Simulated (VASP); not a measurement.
Wanted: the native input for a VASP 6.6.1 run.

* Task: single point
* Functional: r2SCAN
* Potentials or basis: VASP PAW PBE potentials, release 64 (Li_sv, Mg)
* Cutoff: 520 eV
* k mesh: 18 × 18 × 10
* Occupations: gaussian, width 0.15 eV
* Spin: no spin polarisation
* Dipole correction: no
* Further INCAR settings: ALGO = Normal; EDIFF = 1e-07; NBANDS = 10

LiMg:

```xyz
2
Lattice="3.1085 0.0000 0.0000 -1.5542 2.6920 0.0000 0.0000 0.0000 5.0255" Properties=species:S:1:pos:R:3 pbc="T T T"
Li    0.0000    0.0000    0.0000
Mg    1.5542    0.8973    2.5127
```

These files were run (other wordings do the same):

POSCAR

```
LiMg
1.0
    3.1084975175      0.0000000000      0.0000000000
   -1.5542487587      2.6920378177      0.0000000000
    0.0000000000      0.0000000000      5.0254676800
Li Mg
1 1
Direct
    0.0000000000      0.0000000000      0.0000000000
    0.6666666667      0.3333333333      0.5000000000
```

INCAR.step1

```
  ALGO = Normal
  EDIFF = 1E-4
  ENCUT = 520
  GGA = PE
  ISMEAR = 0
  LASPH = T
  LCHARG = F
  LREAL = F
  LWAVE = T
  NBANDS = 10
  NELM = 100
  PREC = Accurate
  SIGMA = 0.15
```

INCAR.step2

```
  ALGO = Normal
  EDIFF = 1E-7
  ENCUT = 520
  ISIF = 2
  ISMEAR = 0
  ISTART = 1
  LASPH = T
  LCHARG = F
  LMIXTAU = T
  LREAL = F
  LWAVE = F
  METAGGA = R2SCAN
  NBANDS = 10
  NELM = 100
  PREC = Accurate
  SIGMA = 0.15
```

KPOINTS

```
k-points
0
Gamma
  18 18 10
```

Potentials or basis: VASP PAW PBE potentials, release 64 (Li_sv, Mg).

Launch:

```bash
$ cat potpaw_PBE.64/Li_sv/POTCAR potpaw_PBE.64/Mg/POTCAR > POTCAR
$ cp INCAR.step1 INCAR
$ mpirun -np 1 vasp_std > vasp.out
$ cp INCAR.step2 INCAR
$ mpirun -np 1 vasp_std > vasp.out
```

Run time: 4 min on 1 thread of AMD EPYC 9R45 96-Core Processor (Zen 5), with other jobs on the host, peak memory 0.21 GiB.
